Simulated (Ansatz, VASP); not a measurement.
# Sb: VASP beside Ansatz

```
Sb
1.0
     3.10171    0.00000    0.00000
     0.00000    3.10171    0.00000
     0.00000    0.00000    3.10171
Sb
1
Direct
  0.00000 0.00000 0.00000
```

Alike in both runs: task single point; functional BLYP; k mesh 11 × 11 × 11; occupations fermi-dirac, width 0.1 eV; no spin polarisation.

|  | VASP | Ansatz |
| --- | --- | --- |
| version | VASP 6.6.1 | Ansatz 0.2.0 |
| potentials or method | VASP PAW PBE potentials, release 64 (Sb), cutoff 500 eV | plane waves (420 eV) with PAW, scalar-relativistic |
| valence electrons in the cell | 5 | 15 |

```csv
,VASP,Ansatz,Ansatz less VASP
pressure (GPa),5.4,5.1,-0.28
```

VASP's potentials were made for PBE, not for BLYP. VASP's potentials hold 5 valence electrons a cell and Ansatz's 15, so a difference there can come from the potentials and not from the codes.

Neither program's run includes spin-orbit coupling.
